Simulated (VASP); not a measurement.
# H14CO8 in VASP: a series of runs

Runs on H14CO8. Level: PBE+D3(BJ). Tasks: single point.

Program: VASP 6.6.1. These are calculated values, not measurements. Logs are shortened: lines on timing, memory, paths and dates and some standing lists are left out, and cuts for length are marked.

### Step 1. The cell of the first run

The cell holds an amorphous packing of atoms, 23 atoms: a = 5.269 Å, b = 5.269 Å, c = 5.269 Å, α = 90.00°, β = 90.00°, γ = 90.00°.

### Step 2. Single point, PBE+D3(BJ)

The input, INCAR:

```
SYSTEM = H14CO8
PREC = Accurate ; ENCUT = 520
EDIFF = 1E-6 ; ISMEAR = -1
SIGMA = 0.05 ; LREAL = Auto
LASPH = .TRUE. ; NELM = 100
ALGO = Normal ; ISIF = 2
LWAVE = .FALSE. ; LCHARG = .TRUE.
GGA = PE ; IVDW = 12
LELF = .TRUE. ; LVHAR = .TRUE.
NBANDS = 50
```

The input, KPOINTS:

```
regular mesh
0
G
  1 1 1
  0 0 0
```

The input, POSCAR:

```
H14CO8
1.0
    5.2690830000      0.0000000000      0.0000000000
    0.0000000000      5.2690830000      0.0000000000
    0.0000000000      0.0000000000      5.2690830000
O H C
8 14 1
Direct
    0.5778994182      0.1813977878      0.6287811371
    0.0655142460      0.9407329511      0.3791741371
    0.3501558051      0.4746746255      0.3050435911
    0.8732069698      0.4553353971      0.4585617649
    0.4195227139      0.7867782686      0.9830932631
    0.2289013098      0.2480887092      0.9414351605
    0.7788072422      0.5467744577      0.9751222366
    0.9114678968      0.9074064690      0.8336744743
    0.6836293905      0.0336870761      0.6905186348
    0.6905186348      0.3128817671      0.5318952083
    0.1118221140      0.9913679477      0.2177039155
    0.2142687826      0.9863386096      0.4860807848
    0.2101124617      0.4390707074      0.4228249963
    0.2758164941      0.3560202031      0.1295861158
    0.8905344630      0.6451407199      0.4694365224
    0.8465799457      0.4456562935      0.2764617676
    0.4052128236      0.9651964108      0.9597305641
    0.3184235283      0.6434136642      1.2310681005
    0.0754400718      0.1502158915      0.8929257710
    0.4381217756      0.2302298142      0.7626564243
    0.5966692876      0.7204858986      1.0002689272
    1.1465752200      0.6072403870      0.9060969432
    0.9527084694      0.6829841170      0.9056034987
```

Potentials or basis: VASP PAW PBE potentials, release 64 (O, H, C).

Command:

```sh
> cat potpaw_PBE.64/O/POTCAR potpaw_PBE.64/H/POTCAR potpaw_PBE.64/C/POTCAR > POTCAR
> mpirun -np 1 vasp_gam > vasp.out
```

OUTCAR:

```text
SYSTEM = H14CO8
   PREC = Accurate
   ENCUT = 520
   EDIFF = 1E-6
   ISMEAR = -1
   LREAL = Auto
   LASPH = .TRUE.
   NELM = 100
   ISIF = 2
   GGA = PE
   IVDW = 12
 IVDW          = 12

 ion  position               nearest neighbor table
   1  0.578  0.181  0.629-   9 1.01  10 1.05  20 1.05
   2  0.066  0.941  0.379-  11 0.92  12 0.99
   3  0.350  0.475  0.305-  13 0.98  18 0.99  14 1.18
   4  0.873  0.455  0.459-  16 0.97  15 1.01  10 1.28
   5  0.420  0.787  0.983-  17 0.95  21 1.00
   6  0.229  0.248  0.941-  19 0.99  14 1.17
   7  0.779  0.547  0.975-  23 1.22  21 1.33
   8  0.911  0.907  0.834-  23 1.26
   9  0.684  0.034  0.691-   1 1.01
  10  0.691  0.313  0.532-   1 1.05   4 1.28
  11  0.112  0.991  0.218-   2 0.92
  12  0.214  0.986  0.486-   2 0.99
  13  0.210  0.439  0.423-   3 0.98
  14  0.276  0.356  0.130-   6 1.17   3 1.18
  15  0.891  0.645  0.469-   4 1.01
  16  0.847  0.446  0.276-   4 0.97
  17  0.405  0.965  0.960-   5 0.95
  18  0.318  0.643  0.231-   3 0.99
  19  0.075  0.150  0.893-   6 0.99
  20  0.438  0.230  0.763-   1 1.05
  21  0.597  0.720  0.000-   5 1.00   7 1.33
  22  0.147  0.607  0.906-  23 1.10
  23  0.953  0.683  0.906-  22 1.10   7 1.22   8 1.26

  LATTYP: Found a simple cubic cell.
 ALAT       =     5.2690830000

  Lattice vectors:

 A1 = (   5.2690830000,   0.0000000000,   0.0000000000)
 A2 = (   0.0000000000,   5.2690830000,   0.0000000000)
 A3 = (   0.0000000000,   0.0000000000,   5.2690830000)

Analysis of symmetry for initial positions (statically):
=====================================================================
 Subroutine PRICEL returns:
 Original cell was already a primitive cell.

 Routine SETGRP: Setting up the symmetry group for a
 simple cubic supercell.

 Subroutine GETGRP returns: Found  1 space group operations
 (whereof  1 operations were pure point group operations)
 out of a pool of 48 trial point group operations.

The static configuration has the point symmetry C_1 .

Analysis of symmetry for dynamics (positions and initial velocities):
=====================================================================
 Subroutine PRICEL returns:
 Original cell was already a primitive cell.

 Routine SETGRP: Setting up the symmetry group for a
 simple cubic supercell.

 Subroutine GETGRP returns: Found  1 space group operations
[... 123 lines left out ...]
   EDIFFG = 0.1E-04   stopping-criterion for IOM
   NSW    =      0    number of steps for IOM
   IBRION =     -1    ionic relax: 0-MD 1-quasi-New 2-CG
   NFREE  =      0    steps in history (QN), initial steepest desc. (CG)
   ISIF   =      2    stress and relaxation
   ISYM   =      2    0-nonsym 1-usesym 2-fastsym
   POTIM  = 0.5000    time-step for ionic-motion
   TEBEG  =    0.0;   TEEND  =   0.0 temperature during run
   PSTRESS=    0.0 pullay stress
   NELECT =      66.0000    total number of electrons
   NUPDOWN=      -1.0000    fix difference up-down
   EMIN   =  10.00;   EMAX   =-10.00  energy-range for DOS
   EFERMI =   0.00;   METHOD = LEGACY
   ISMEAR =    -1;   SIGMA  =   0.05  broadening in eV -4-tet -1-fermi 0-gaus
   EFERMI_NEDOS =   21; number of points for ismear=-14 and -15
   IALGO  =     38    algorithm
   IMIX   =      4    mixing-type and parameters
     AMIX     =   0.40;   BMIX     =  1.00
     AMIX_MAG =   1.60;   BMIX_MAG =  1.00
  volume/ion in A,a.u.               =       6.36        42.92
  Fermi-wavevector in a.u.,A,eV,Ry     =   1.255609  2.372757 21.450320  1.576554
  Thomas-Fermi vector in A             =   2.389357
   LORBIT       =      0    0 simple, 1 ext, 2 COOP (PROOUT), +10 PAW based schemes
   GGA     = PE    functional components
   LHFCALC =     F    Hartree Fock is set to
   AEXX    =    0.0000 exact exchange contribution
   IVDW    =    12    specifies the selected vdW correction
   LEPSILON=     F    determine dielectric tensor
   LRPA    =     F    only Hartree local field effects (RPA)
 non-spin polarized calculation
  energy-cutoff  :      520.00
  volume of cell :      146.29
 maximum number of plane-waves:      1944
 NGX is ok and might be reduce to    40
   NGX = 19   NGY = 19   NGZ = 19

 number of electron      66.0000002 magnetization

 Free energy of the ion-electron system (eV)
  ---------------------------------------------------
  ext. energy  EPLUGINS =         0.00000000
  ---------------------------------------------------
  free energy    TOTEN  =      -114.16590912 eV

  energy without entropy =     -114.16590912  energy(sigma->0) =     -114.16590912

 E-fermi :   0.9433     XC(G=0):  -9.0821

 val. band max:       -0.3211842521   @ k =   0.0000   0.0000   0.0000
 cond. band min:       4.7727470368   @ k =   0.0000   0.0000   0.0000
 fundamental gap:      5.0939312888
 Fermi energy:         0.9433215978

 k-point     1 :       0.0000    0.0000    0.0000
  band No.  band energies     occupation
      1     -22.1393      2.00000
      2     -21.2899      2.00000
      3     -20.7713      2.00000
      4     -20.2487      2.00000
      5     -20.0695      2.00000
      6     -19.0483      2.00000
[... 37 lines left out ...]
     44      11.3216      0.00000
     45      11.6111      0.00000
 [bands above 45 left out]

------------------------ aborting loop because EDIFF is reached ----------------------------------------

 Edisp (eV)   -1.44841

 E8    (eV) :    -0.3126

  FORCE on cell =-STRESS in cart. coord.  units (eV):
  Direction    XX          YY          ZZ          XY          YZ          ZX
  --------------------------------------------------------------------------------------
  -------------------------------------------------------------------------------------
  Total      18.52833    15.46791    14.30762     0.52134    -4.00291    -2.95508
  in kB     202.92789   169.40927   156.70142     5.70992   -43.84103   -32.36495
  external pressure =      176.35 kB  Pullay stress =        0.00 kB

 VOLUME and BASIS-vectors are now :
 -----------------------------------------------------------------------------
  energy-cutoff  :      520.00
  volume of cell :      146.29
      direct lattice vectors                 reciprocal lattice vectors
     5.269083000  0.000000000  0.000000000     0.189786344  0.000000000  0.000000000
     0.000000000  5.269083000  0.000000000     0.000000000  0.189786344  0.000000000
     0.000000000  0.000000000  5.269083000     0.000000000  0.000000000  0.189786344

 POSITION                                       TOTAL-FORCE (eV/Angst)
 -----------------------------------------------------------------------------------
      3.04500      0.95580      3.31310        -1.256675     -1.872331     -0.306501
      0.34520      4.95680      1.99790         0.329079     -0.492008      2.725558
      1.84500      2.50110      1.60730        -0.147382     -0.569544      1.106462
      4.60100      2.39920      2.41620         1.095015      1.495476     -0.241264
      2.21050      4.14560      5.18000        -1.086516     -0.013867      0.550015
      1.20610      1.30720      4.96050         1.005091     -0.127655     -0.299810
[... 15 lines left out ...]
      0.77232      3.19960      4.77430        -0.178500      0.349035     -0.395352
      5.01990      3.59870      4.77170         1.373056      1.096551     -0.885969
 -----------------------------------------------------------------------------------
    total drift:                                0.012959     -0.004950      0.001231

  FREE ENERGIE OF THE ION-ELECTRON SYSTEM (eV)
  ---------------------------------------------------
  free  energy   TOTEN  =      -115.6143173280 eV

  energy  without entropy=     -115.6143173280  energy(sigma->0) =     -115.61431733
```

OSZICAR:

```text
N       E                     dE             d eps       ncg     rms          rms(c)
DAV:   1     0.498230680714E+03    0.49823E+03   -0.40334E+04   100   0.129E+03
DAV:   2    -0.900805040791E+02   -0.58831E+03   -0.56708E+03   134   0.325E+02
DAV:   3    -0.124064238500E+03   -0.33984E+02   -0.33807E+02   120   0.816E+01
DAV:   4    -0.124456055184E+03   -0.39182E+00   -0.39121E+00   136   0.948E+00
DAV:   5    -0.124461119928E+03   -0.50647E-02   -0.50628E-02   120   0.105E+00    0.205E+01
DAV:   6    -0.114557761636E+03    0.99034E+01   -0.26159E+01   112   0.250E+01    0.776E+00
DAV:   7    -0.114244013670E+03    0.31375E+00   -0.15330E+00   128   0.597E+00    0.466E+00
DAV:   8    -0.114166311788E+03    0.77702E-01   -0.42844E-01   128   0.388E+00    0.728E-01
DAV:   9    -0.114162730816E+03    0.35810E-02   -0.53854E-02   128   0.141E+00    0.376E-01
DAV:  10    -0.114164962258E+03   -0.22314E-02   -0.14488E-02   120   0.663E-01    0.139E-01
DAV:  11    -0.114165524859E+03   -0.56260E-03   -0.13075E-03   112   0.218E-01    0.688E-02
DAV:  12    -0.114165852814E+03   -0.32796E-03   -0.32760E-04   104   0.110E-01    0.261E-02
DAV:  13    -0.114165905226E+03   -0.52412E-04   -0.53091E-05   120   0.414E-02    0.815E-03
DAV:  14    -0.114165908620E+03   -0.33933E-05   -0.66878E-06   112   0.140E-02    0.422E-03
DAV:  15    -0.114165909123E+03   -0.50356E-06   -0.11894E-06    88   0.765E-03
   1 F= -.11561432E+03 E0= -.11561432E+03  d E =-.274230E-10
```

stdout:

```text
POSCAR found type information on POSCAR O H C
 POSCAR found :  3 types and      23 ions
 scaLAPACK will be used
 LDA part: xc-table for (Slater+PW92), standard interpolation
 POSCAR, INCAR and KPOINTS ok, starting setup
 FFT: planning ... GRIDC
 FFT: planning ... GRID_SOFT
 FFT: planning ... GRID
 WAVECAR not read
 entering main loop
```

Run time: 34 s. Hardware: 1 thread of Intel Xeon Platinum 8259CL at 2.50GHz (Skylake/Cascade Lake), shared host; peak memory 0.27 GiB.

What came out:

```
Free energy                : -115.6143 eV
Pressure                   : 17.6 GPa
Largest force              : 3.213 eV/Å
Band gap on the k mesh     : 5.09 eV
Dispersion energy per atom : -0.063 eV
```

Forces on the atoms (eV/Å):
```
O   -1.257 -1.872 -0.307
O    0.329 -0.492  2.726
O   -0.147 -0.570  1.106
O    1.095  1.495 -0.241
O   -1.087 -0.014  0.550
O    1.005 -0.128 -0.300
O   -0.788 -2.598  1.718
O   -0.376  0.465 -0.683
H    0.313  0.306  0.397
H   -0.002  0.444  0.885
H    0.810  0.878 -2.556
H   -0.776 -0.258 -0.369
H   -0.052  0.087  0.399
H   -0.065 -0.858 -1.032
H   -0.176 -0.435  0.398
H   -0.186 -0.450 -1.231
H   -0.116  1.378  0.184
H    0.468  1.104 -0.501
H    0.073  0.025  0.097
H   -0.246  0.289  0.202
H   -0.013 -0.243 -0.160
H   -0.178  0.349 -0.395
C    1.373  1.097 -0.886
```

Caveat: the k points lie up to 1.19 Å⁻¹ apart.

### Step 3. Single point, PBE+D3(BJ)

This run uses another cell than the first one, of 6.89 Å³/atom, 1.083 times its volume.

The input, INCAR:

```
SYSTEM = H14CO8
PREC = Accurate ; ENCUT = 520
EDIFF = 1E-6 ; ISMEAR = -1
SIGMA = 0.05 ; LREAL = Auto
LASPH = .TRUE. ; NELM = 80
ALGO = Normal ; ISIF = 2
LWAVE = .FALSE. ; LCHARG = .FALSE.
GGA = PE ; IVDW = 12
NBANDS = 50
```

KPOINTS is that of step 2.

The input, POSCAR:

```
H14CO8
1.0
    5.4111990000      0.0000000000      0.0000000000
    0.0000000000      5.4111990000      0.0000000000
    0.0000000000      0.0000000000      5.4111990000
O H C
8 14 1
Direct
    0.5432252630      0.0734218054      0.5724054872
    0.0516151781      0.8943674036      0.3590331828
    0.3848869724      0.4938092279      0.3662958986
    0.8807844620      0.3318488195      0.3973241420
    0.4488653993      0.8407194043      1.0525208923
    0.2708272233      0.2773507313      0.8954946954
    0.7855745095      0.5293096779      0.9267631813
    0.8798789326      0.9236769891      0.8210195190
    0.6645107674     -0.0203282119      0.6977566340
    0.6912331260      0.1822146996      0.5080389762
    0.2003437685      0.9463891459      0.2739503759
    0.0590442155      0.9934027560      0.5066714419
    0.2219655939      0.4875629227      0.4321223448
    0.3637641122      0.3065494357      0.0597279827
    0.7621231450      0.4577174116      0.3604746379
    0.8957903784      0.2412773953      0.2499815660
    0.5738654224      0.9680479317      1.0435579989
    0.3745935051      0.6555109136      1.3011164439
    0.1191972426      0.1723832371      0.9225681776
    0.4458161675      0.1610918394      0.7034854937
    0.5297162422      0.6881469338      0.9892447127
    1.1354415168      0.6403386754      0.8329392432
    0.9344139811      0.6965554215      0.8580907854
```

Potentials or basis: VASP PAW PBE potentials, release 64 (O, H, C).

Command:

```sh
> cat potpaw_PBE.64/O/POTCAR potpaw_PBE.64/H/POTCAR potpaw_PBE.64/C/POTCAR > POTCAR
> mpirun -np 1 vasp_gam > vasp.out
```

Run time: 24 s. Hardware: 1 thread of Intel Xeon Platinum 8259CL at 2.50GHz (Skylake/Cascade Lake), shared host; peak memory 0.26 GiB.

The run converged. Its results:

* Free energy: -117.1985 eV
* Pressure: 7.0 GPa
* Largest force: 2.190 eV/Å
* Band gap on the k mesh: 5.01 eV
* Dispersion energy per atom: -0.058 eV

Forces on the atoms (eV/Å):
```
O    1.091 -0.848  0.083
O    0.105 -0.039 -0.285
O    0.797 -1.375  0.274
O   -0.034  0.294  1.802
O   -0.998 -0.021  0.297
O    0.265 -0.164  1.306
O    0.376  0.576 -0.196
O    0.365  0.062  0.111
H   -0.001 -0.523 -0.368
H   -0.680  0.375 -0.152
H    0.436 -0.265 -0.558
H   -0.135 -0.101  0.643
H   -1.117 -0.634  0.750
H   -1.453 -0.054 -1.203
H   -0.592  1.155 -0.239
H    0.401 -0.986 -1.714
H    0.463 -0.061  0.033
H    0.612  1.862 -0.978
H    1.030  0.363 -0.133
H   -0.976  0.923  0.200
H    0.577  0.169 -0.024
H   -0.726  0.300  0.029
C    0.194 -1.008  0.319
```

Stress tensor (GPa, compression positive):
```
 4.66 -4.31 -3.17
-4.31  9.52 -2.58
-3.17 -2.58  6.72
```

Levels at points of the mesh, in eV from the valence-band top:
| k point | band 31 | band 32 | band 33 | band 34 | band 35 | band 36 |
| --- | --- | --- | --- | --- | --- | --- |
| (0.00, 0.00, 0.00) | -0.49 | -0.21 | 0.00 | 5.01 | 5.62 | 8.42 |

Caveat: the k points lie up to 1.16 Å⁻¹ apart.

### Step 4. Single point, PBE+D3(BJ)

This run uses another cell than the first one, of 6.27 Å³/atom, 0.986 times its volume.

The input, INCAR:

```
PREC     = Accurate       # precision mode
ENCUT    = 520            # plane-wave cutoff, eV
EDIFF    = 1E-7           # SCF threshold, eV
ISMEAR   = -1             # smearing method
SIGMA    = 0.05           # smearing width, eV
LREAL    = Auto         
LASPH    = True           # aspherical terms in the spheres
NELM     = 80             # most SCF steps
ALGO     = Normal         # electronic algorithm
ISIF     = 2              # what is computed and relaxed
LWAVE    = False          # write WAVECAR
LCHARG   = False          # write CHGCAR
GGA      = PE             # functional
IVDW     = 12             # dispersion correction
NBANDS   = 50             # bands
```

The input, KPOINTS:

```
regular mesh
0
Gamma
  1 1 1
```

The input, POSCAR:

```
H14CO8
1.0
    5.2442380000      0.0000000000      0.0000000000
    0.0000000000      5.2442380000      0.0000000000
    0.0000000000      0.0000000000      5.2442380000
O H C
8 14 1
Direct
    0.5117807392      0.0457263763      0.5911821698
    0.0746914995      0.8940288370      0.3252331416
    0.3144403439      0.4855805553      0.4225399381
    0.8172397973      0.3178345453      0.3263581859
    0.4794214145      0.8199856681      1.0895767888
    0.2482915535      0.2773710880      0.9072052031
    0.8027095643      0.5589753936      0.9046500178
    0.9272081092      0.9501094344      0.7797319649
    0.6995296552     -0.0032797901      0.6693441449
    0.5810949084      0.1826385454      0.4690862619
    0.1832487389      0.8915308573      0.1741911790
    0.2046627174      0.8894142486      0.4637089316
    0.1307911655      0.4979369739      0.3599951032
    0.2379182638      0.2857993859      0.0937791153
    0.7748313482      0.4223301841      0.1810367874
    0.8942957966      0.1547793979      0.2520671259
    0.5773956102      0.9782736787      1.1203915612
    0.4032807054      0.6101363058      1.3234715892
    0.0906900106      0.1834775615      0.8580274198
    0.4096305316      0.1351006571      0.7432919711
    0.5931462302      0.7051548766      0.9934522423
    1.1632195183      0.6309591594      0.7797319649
    0.9779304448      0.7138692027      0.8297296957
```

Command:

```sh
> cat potpaw_PBE.64/O/POTCAR potpaw_PBE.64/H/POTCAR potpaw_PBE.64/C/POTCAR > POTCAR
> mpirun -np 1 vasp_gam > vasp.out
```

It took 26 s on 1 thread of Intel Xeon Platinum 8259CL at 2.50GHz (Skylake/Cascade Lake), shared host; peak memory 0.26 GiB.

Results (log left out):

```yaml
Free_energy: -116.8989 eV
Pressure: 8.3 GPa
Largest_force: 2.478 eV/Å
Band_gap_on_the_k_mesh: 4.58 eV
Dispersion_energy_per_atom: -0.064 eV
```

Forces in eV/Å, atoms in the order of the input:
```
O    0.993  0.361  0.203
O   -0.297  0.575  0.013
O   -1.890 -1.378  0.184
O    0.121 -1.769  0.085
O   -0.516  1.527  0.648
O    0.123 -0.060  0.548
O    1.665  0.528 -0.914
O   -0.031 -1.057  0.589
H   -0.759 -0.325  0.280
H   -0.453  0.181  0.345
H    0.383 -0.274  0.060
H   -0.711  0.302 -0.754
H    1.363  0.003  0.984
H    0.588  0.084  0.040
H   -0.138  0.549 -0.928
H    0.079  0.749  1.163
H   -0.318 -0.676 -0.131
H    0.710  0.995 -0.710
H   -0.035 -0.142 -0.254
H    0.418  0.266 -0.419
H    0.676 -0.457 -0.721
H    0.451  0.119  0.202
C   -2.421 -0.100 -0.516
```

Stress tensor (GPa, compression positive):
```
 7.61 -4.46 -2.97
-4.46  7.85 -1.30
-2.97 -1.30  9.49
```

Levels at points of the mesh, in eV from the valence-band top:
| k point | band 31 | band 32 | band 33 | band 34 | band 35 | band 36 |
| --- | --- | --- | --- | --- | --- | --- |
| (0.00, 0.00, 0.00) | -0.45 | -0.40 | 0.00 | 4.58 | 5.65 | 8.86 |

Caveat: the k points lie up to 1.20 Å⁻¹ apart.

(Part 1 of 2 ends here.)
